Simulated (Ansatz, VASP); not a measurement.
# Ru in VASP and in Ansatz

```
Ru
1.0
    -1.52962    1.52962    1.52962
     1.52962   -1.52962    1.52962
     1.52962    1.52962   -1.52962
Ru
1
Direct
  0.00000 0.00000 0.00000
```

Alike in both runs: task single point; functional PBEsol; k mesh 16 × 16 × 16; occupations fermi-dirac, width 0.1 eV; no spin polarisation.

```csv
,VASP,Ansatz
version,VASP 6.6.1,Ansatz 0.2.0
potentials or method,"VASP PAW PBE potentials, release 64 (Ru_pv), cutoff 520 eV","plane waves (420 eV) with PAW, scalar-relativistic"
valence electrons in the cell,14,16
```

```csv
,VASP,Ansatz,Ansatz less VASP
pressure (GPa),-11.1,-11.0,+0.11
```

VASP's potentials were made for PBE, not for PBEsol, and Ansatz warns of the same on its side. VASP's potentials hold 14 valence electrons a cell and Ansatz's 16, so a difference there can come from the potentials and not from the codes.
